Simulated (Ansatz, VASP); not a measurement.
This is a calculation of SnTe for VASP 6.6.1.

The input INCAR:

```
  PREC = Accurate
  ENCUT = 520
  EDIFF = 1E-7
  ISMEAR = 0
  SIGMA = 0.012
  LREAL = False
  LASPH = True
  NELM = 100
  ALGO = Normal
  ISIF = 2
  LWAVE = False
  LCHARG = True
  GGA = PE
  LELF = True
  LVHAR = True
  NBANDS = 17
```

KPOINTS

```
Automatic mesh
0
Gamma
  7 7 7
```

POSCAR

```
SnTe
1.0
    0.0000000000      3.1508500000      3.1508500000
    3.1508500000      0.0000000000      3.1508500000
    3.1508500000      3.1508500000      0.0000000000
Te Sn
1 1
Direct
    0.5000000000      0.5000000000      0.5000000000
    0.0000000000      0.0000000000      0.0000000000
```

Potentials or basis: VASP PAW PBE potentials, release 64 (Te, Sn_d).

Command:

```sh
$ cat potpaw_PBE.64/Te/POTCAR potpaw_PBE.64/Sn_d/POTCAR > POTCAR
$ mpirun -np 1 vasp_std > vasp.out
```

Question: Translate it to Ansatz 0.2.0. Potentials there: all-electron LAPW, scalar-relativistic.

Answer: As run (the cutoff follows the program's own potentials):

File input.yaml:

```yaml
crystal:
  lattice:
    - [0.0, 3.15085, 3.15085]
    - [3.15085, 0.0, 3.15085]
    - [3.15085, 3.15085, 0.0]
  atoms:
    - { symbol: Te, position: [0.5, 0.5, 0.5] }
    - { symbol: Sn, position: [0.0, 0.0, 0.0] }
kpoints:
  mp_grid: { grid: [7, 7, 7] }
scf:
  occupations: { method: gaussian, width: 0.012 }
hamiltonian:
  xc: pbe
  pseudopotentials: { kind: all_electron, lapw: { basis_error: 0.001 } }
output:
  forces: true
  stress: true
  eigenvalues: true
```

Potentials or basis: all-electron LAPW, scalar-relativistic.

Launch:

```sh
$ ansatz run input.yaml --threads 1 --pin off --max-ram 3072MiB --backend cpu --events-out ev --progress --plain --runs-dir out
```

Both were run:

|  | VASP | Ansatz | Ansatz less VASP |
| --- | --- | --- | --- |
| pressure (GPa) | 2.2 | 2.2 | +0.07 |

Ansatz ran all-electron here, and VASP with PAW potentials.

Spin-orbit coupling is off throughout.
